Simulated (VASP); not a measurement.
# TaCd (L11 type) (R-3m) in VASP: further runs

Runs on TaCd (L11 type). Level: LDA. Tasks: electric field gradients.

Everything below comes from runs of VASP 6.6.1. Logs are shortened: lines on timing, memory, paths and dates and some standing lists are left out, and cuts for length are marked.

## (1) The cell of the first run

Symmetry: R-3m, No. 166, trigonal system. Conventional cell: a = 2.835 Å, b = 2.835 Å, c = 15.464 Å, α = 90.00°, β = 90.00°, γ = 120.00°. Within 3.7 Å of Cd (site symmetry -3m) lie 6 Cd at 2.84 Å and 6 Ta at 3.05 Å. Ta (site symmetry -3m) has 6 Ta at 2.84 Å and 6 Cd at 3.05 Å within 3.7 Å.

## (2) Electric field gradients, LDA (z stretched by +3 % at fixed volume)

INCAR

```
ALGO = Normal ; EDIFF = 1E-8
ENCUT = 520 ; ISIF = 2
ISMEAR = -1 ; LASPH = True
LCHARG = False ; LEFG = True
LREAL = False ; LWAVE = False
NBANDS = 18 ; NELM = 100
PREC = Accurate ; SIGMA = 0.03
```

KPOINTS

```
k-points
0
Gamma
  13 13 13
```

POSCAR

```
TaCd
1.0
    1.4175686074     -0.8184336170      5.1546810766
    0.0000000000      1.6368672342      5.1546810766
   -1.4175686074     -0.8184336170      5.1546810766
Cd Ta
1 1
Direct
    0.0000000000      0.0000000000      0.0000000000
    0.5000000000      0.5000000000      0.5000000000
```

Potentials or basis: VASP PAW LDA potentials, release 64 (Cd, Ta_pv).

Command:

```console
$ cat potpaw_LDA.64/Cd/POTCAR potpaw_LDA.64/Ta_pv/POTCAR > POTCAR
$ mpirun -np 1 vasp_std > vasp.out
```

OUTCAR:

```text
EDIFF = 1E-8
   ENCUT = 520
   ISIF = 2
   ISMEAR = -1
   LASPH = True
   LREAL = False
   NELM = 100
   PREC = Accurate

 ion  position               nearest neighbor table
   1  0.000  0.000  0.000-   2 3.05   2 3.05   2 3.05   2 3.05   2 3.05   2 3.05
   2  0.500  0.500  0.500-   1 3.05   1 3.05   1 3.05   1 3.05   1 3.05   1 3.05

  LATTYP: Found a trigonal (rhomboedric) cell.
 ALAT       =     5.4083335089
 COS(alpha) =     0.8625985740

  Lattice vectors:

 A1 = (   1.4175686074,  -0.8184336170,   5.1546810766)
 A2 = (   0.0000000000,   1.6368672342,   5.1546810766)
 A3 = (  -1.4175686074,  -0.8184336170,   5.1546810766)

Analysis of symmetry for initial positions (statically):
=====================================================================
 Subroutine PRICEL returns:
 Original cell was already a primitive cell.

 Routine SETGRP: Setting up the symmetry group for a
 trigonal (rhombohedral) supercell.

 Subroutine GETGRP returns: Found 12 space group operations
 (whereof 12 operations were pure point group operations)
 out of a pool of 12 trial point group operations.

The static configuration has the point symmetry D_3d.

Analysis of symmetry for dynamics (positions and initial velocities):
=====================================================================
 Subroutine PRICEL returns:
 Original cell was already a primitive cell.

 Routine SETGRP: Setting up the symmetry group for a
 trigonal (rhombohedral) supercell.

 Subroutine GETGRP returns: Found 12 space group operations
 (whereof 12 operations were pure point group operations)
 out of a pool of 12 trial point group operations.

The dynamic configuration has the point symmetry D_3d.

 Subroutine INISYM returns: Found 12 space group operations
 (whereof 12 operations are pure point group operations),
 and found     1 'primitive' translations

----------------------------------------------------------------------------------------

                                     Primitive cell

  volume of cell :      35.8823

  direct lattice vectors                    reciprocal lattice vectors
     1.417568607 -0.818433617  5.154681077     0.352716614 -0.203641032  0.064666141
     0.000000000  1.636867234  5.154681077     0.000000000  0.407282065  0.064666141
    -1.417568607 -0.818433617  5.154681077    -0.352716614 -0.203641032  0.064666141

  length of vectors
     5.408333509  5.408333509  5.408333509     0.412383790  0.412383790  0.412383790

  position of ions in fractional coordinates (direct lattice)
     0.000000000  0.000000000  0.000000000
     0.500000000  0.500000000  0.500000000

  ion indices of the primitive-cell ions
   primitive index   ion index
                 1           1
                 2           2

----------------------------------------------------------------------------------------

 KPOINTS: k-points

Automatic generation of k-mesh.
 Grid dimensions read from file:
 generate k-points for:   13   13   13

 Generating k-lattice:

  Cartesian coordinates                     Fractional coordinates (reciprocal lattice)
     0.027132047 -0.015664695  0.004974319     0.076923077  0.000000000  0.000000000
     0.000000000  0.031329390  0.004974319     0.000000000  0.076923077  0.000000000
    -0.027132047 -0.015664695  0.004974319     0.000000000  0.000000000  0.076923077

  Length of vectors
     0.031721830  0.031721830  0.031721830

  Shift w.r.t. Gamma in fractional coordinates (k-lattice)
     0.000000000  0.000000000  0.000000000

 Subroutine IBZKPT returns following result:
 ===========================================

 Found    231 irreducible k-points:

 Following reciprocal coordinates:
            Coordinates               Weight
  0.000000  0.000000  0.000000      1.000000
  0.076923 -0.000000 -0.000000      6.000000
  0.153846 -0.000000  0.000000      6.000000
  0.230769 -0.000000  0.000000      6.000000
  0.307692 -0.000000  0.000000      6.000000
  0.384615 -0.000000  0.000000      6.000000
[... 16 lines left out ...]
  0.384615  0.153846  0.000000     12.000000
  0.461538  0.153846  0.000000     12.000000
 [... further k-points ...]
   k-points           NKPTS =    231   k-points in BZ     NKDIM =    231   number of bands    NBANDS=     18
   number of dos      NEDOS =    301   number of ions     NIONS =      2
   total plane-waves  NPLWV =  64000
   dimension x,y,z NGX =    40 NGY =   40 NGZ =   40
   dimension x,y,z NGXF=    80 NGYF=   80 NGZF=   80
   ions per type =               1   1
   NGX,Y,Z   is equivalent  to a cutoff of  12.30, 12.30, 12.30 a.u.
   NGXF,Y,Z  is equivalent  to a cutoff of  24.59, 24.59, 24.59 a.u.
 SYSTEM =  unknown system
   PREC   = accura    normal or accurate (medium, high low for compatibility)
   ISTART =      0    job   : 0-new  1-cont  2-samecut
   ICHARG =      2    charge: 1-file 2-atom 10-const
   ISPIN  =      1    spin polarized calculation?
   LNONCOLLINEAR =      F non collinear calculations
   LSORBIT =      F    spin-orbit coupling
   LASPH  =      T    aspherical Exc in radial PAW
   ENCUT  =  520.0 eV  38.22 Ry    6.18 a.u.  10.06 10.06 10.06*2*pi/ulx,y,z
   NELM   =    100;   NELMIN=  2; NELMDL= -5     # of ELM steps
   EDIFF  = 0.1E-07   stopping-criterion for ELM
   LREAL  =      F    real-space projection
   EDIFFG = 0.1E-06   stopping-criterion for IOM
   NSW    =      0    number of steps for IOM
   IBRION =     -1    ionic relax: 0-MD 1-quasi-New 2-CG
   NFREE  =      0    steps in history (QN), initial steepest desc. (CG)
   ISIF   =      2    stress and relaxation
   ISYM   =      2    0-nonsym 1-usesym 2-fastsym
   POTIM  = 0.5000    time-step for ionic-motion
   TEBEG  =    0.0;   TEEND  =   0.0 temperature during run
   PSTRESS=    0.0 pullay stress
   NELECT =      23.0000    total number of electrons
   NUPDOWN=      -1.0000    fix difference up-down
   EMIN   =  10.00;   EMAX   =-10.00  energy-range for DOS
   EFERMI =   0.00;   METHOD = LEGACY
   ISMEAR =    -1;   SIGMA  =   0.03  broadening in eV -4-tet -1-fermi 0-gaus
   EFERMI_NEDOS =   21; number of points for ismear=-14 and -15
   IALGO  =     38    algorithm
   IMIX   =      4    mixing-type and parameters
     AMIX     =   0.40;   BMIX     =  1.00
     AMIX_MAG =   1.60;   BMIX_MAG =  1.00
  volume/ion in A,a.u.               =      17.94       121.07
  Fermi-wavevector in a.u.,A,eV,Ry     =   1.411532  2.667408 27.108536  1.992421
  Thomas-Fermi vector in A             =   2.533373
   LORBIT       =      0    0 simple, 1 ext, 2 COOP (PROOUT), +10 PAW based schemes
   GGA     = CA    functional components
   LHFCALC =     F    Hartree Fock is set to
   AEXX    =    0.0000 exact exchange contribution
   IVDW    =     0    specifies the selected vdW correction
   LEPSILON=     F    determine dielectric tensor
   LRPA    =     F    only Hartree local field effects (RPA)
 non-spin polarized calculation
  energy-cutoff  :      520.00
  volume of cell :       35.88
 maximum number of plane-waves:       981
   NGX = 21   NGY = 21   NGZ = 21

 number of electron      23.0000000 magnetization

 Free energy of the ion-electron system (eV)
  ---------------------------------------------------
  ext. energy  EPLUGINS =         0.00000000
  ---------------------------------------------------
  free energy    TOTEN  =       -13.71412606 eV

  energy without entropy =      -13.70931343  energy(sigma->0) =      -13.71171974

 E-fermi :   5.0775     XC(G=0): -12.6079

 val. band max:        5.0765973347   @ k =  -0.3846  -0.4615   0.3077
 cond. band min:       5.0794346783   @ k =   0.2308   0.2308   0.0769
 fundamental gap:      0.0028373437
 Fermi energy:         5.0774634937

 k-point     1 :       0.0000    0.0000    0.0000
  band No.  band energies     occupation
      1     -29.3752      2.00000
      2     -28.3663      2.00000
      3     -28.3663      2.00000
      4      -5.2893      2.00000
      5      -4.4816      2.00000
      6      -4.4816      2.00000
[... 10 lines left out ...]
     17      17.9962      0.00000
     18      18.1792      0.00000
[... 463 lines left out ...]
 k-point    24 :       0.4615    0.1538    0.0000
  band No.  band energies     occupation
      1     -29.4254      2.00000
      2     -29.1916      2.00000
      3     -28.7813      2.00000
      4      -5.0279      2.00000
      5      -4.6010      2.00000
      6      -4.0209      2.00000
[... 10 lines left out ...]
     17      13.8400      0.00000
     18      14.5791      0.00000

 [... further k-points ...]

------------------------ aborting loop because EDIFF is reached ----------------------------------------

  FORCE on cell =-STRESS in cart. coord.  units (eV):
  Direction    XX          YY          ZZ          XY          YZ          ZX
  --------------------------------------------------------------------------------------
  -------------------------------------------------------------------------------------
  Total        1.1082375      1.1082375     -0.9457247     -0.0000000     -0.0000000     -0.0000000
  in kB       49.4837760     49.4837760    -42.2274347     -0.0000000     -0.0000000     -0.0000000
  external PRESSURE =      18.9133724 kB  Pullay stress =       0.0000000 kB

 VOLUME and BASIS-vectors are now :
 -----------------------------------------------------------------------------
  energy-cutoff  :      520.00
  volume of cell :       35.88
      direct lattice vectors                 reciprocal lattice vectors
     1.417568607 -0.818433617  5.154681077     0.352716614 -0.203641032  0.064666141
     0.000000000  1.636867234  5.154681077     0.000000000  0.407282065  0.064666141
    -1.417568607 -0.818433617  5.154681077    -0.352716614 -0.203641032  0.064666141

 POSITION                                       TOTAL-FORCE (eV/Angst)
 -----------------------------------------------------------------------------------
      0.00000      0.00000      0.00000        -0.000000      0.000000      0.000000
      0.00000      0.00000      7.73202         0.000000      0.000000     -0.000000
 -----------------------------------------------------------------------------------
    total drift:                               -0.000000      0.000000     -0.000000

  FREE ENERGIE OF THE ION-ELECTRON SYSTEM (eV)
  ---------------------------------------------------
  free  energy   TOTEN  =       -13.7141260606 eV

  energy  without entropy=      -13.7093134278  energy(sigma->0) =      -13.71171974

 Electric field gradients (V/A^2)
---------------------------------------------------------------------
 ion       V_xx      V_yy      V_zz      V_xy      V_xz      V_yz
---------------------------------------------------------------------
   1      48.778    48.778   -97.555    -0.000     0.000    -0.000
   2     -96.681   -96.681   193.363    -0.000     0.000    -0.000
---------------------------------------------------------------------

 Electric field gradients after diagonalization (V/A^2)
 (convention: |V_zz| > |V_xx| > |V_yy|)
----------------------------------------------------------------------
 ion       V_xx      V_yy      V_zz     asymmetry (V_yy - V_xx)/ V_zz
----------------------------------------------------------------------
   1      48.778    48.778   -97.555       0.000
   2     -96.681   -96.681   193.363       0.000
----------------------------------------------------------------------

           NMR quadrupolar parameters

 Cq : quadrupolar parameter    Cq=e*Q*V_zz/h
 eta: asymmetry parameters     (V_yy - V_xx)/ V_zz
 Q  : nuclear electric quadrupole moment in mb (millibarn)
----------------------------------------------------------------------
 ion       Cq(MHz)       eta       Q (mb)
----------------------------------------------------------------------
   1      -0.236       0.000       1.000
   2       0.468       0.000       1.000
----------------------------------------------------------------------
```

It took 7.7 min on 1 thread of Oxide Virtual Turin-like, shared host; peak memory 0.29 GiB.

What came out:

```yaml
Free_energy: -13.7141 eV
Pressure: 1.9 GPa
Band_gap_on_the_k_mesh: zero (an odd number of electrons rules out a gap without spin polarisation)
Largest_electric_field_gradient_by_atom: Cd -97.6; Ta +193.4 V/Å²
```

Stress tensor (GPa, compression positive):
```
 4.95  0.00  0.00
 0.00  4.95  0.00
 0.00  0.00 -4.22
```

Levels at points of the mesh, in eV from the Fermi level:
| k point | band 8 | band 9 | band 10 | band 11 | band 12 | band 13 | band 14 | band 15 |
| --- | --- | --- | --- | --- | --- | --- | --- | --- |
| (0.00, 0.00, 0.00) | -8.66 | -8.66 | -4.35 | -2.18 | 0.79 | 0.79 | 3.89 | 4.02 |

Electric field gradients, principal values (V/Å²):
| atom | least | middle | greatest (by size) |
| --- | --- | --- | --- |
| 1 Cd | 48.778 | 48.778 | -97.555 |
| 2 Ta | -96.681 | -96.681 | 193.363 |

Caveat: without QUAD_EFG the Cq values of the log hold for a quadrupole moment of 1 mb, not for the nuclei; spin-orbit coupling is left out, which moves the levels of the heavy elements.

(Continued in part 2 of 2.)
